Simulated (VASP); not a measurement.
Runs of VASP 6.6.1 on Pd3PbC. The structure is that of space group Pm-3m (No. 221), or close to it. The cells are those of the table. 

| task | level | cell | cutoff (eV) | gap on the mesh (eV) | pressure (GPa) | relaxed volume (Å³/atom) |
| --- | --- | --- | --- | --- | --- | --- |
| relaxation of cell and atoms | PBE | relaxed from a = 4.299 Å, 5 atoms | 600 | none | 0.0 | 15.74 |
| relaxation of cell and atoms | revPBE+D3(BJ) | relaxed from a = 4.299 Å, 5 atoms | 600 | none | -0.1 | (a) |
| single point | revPBE+D3(BJ) | a = 4.215 Å, 5 atoms | 520 | none | 0.1 | - |
| single point | PBE | a = 4.286 Å, 5 atoms | 520 | none | 0.0 | - |

Alike in all rows: potentials or basis VASP PAW PBE potentials, release 64 (Pd, Pb_d, C); no spin polarisation; k mesh 6 × 6 × 6; smearing methfessel-paxton 0.1 eV.

Question: Fill in the values left out.

Answer: (a) 14.99.

Caveats: spin-orbit coupling is left out, which moves the levels of the heavy elements; the PAW data sets were made with another functional, which shifts forces and pressure a little (at least some runs).

A k mesh can miss the band edges, and the runs leave out spin-orbit coupling on Pb, Pd.

A gap of «none» marks levels without a gap at the run's occupations.
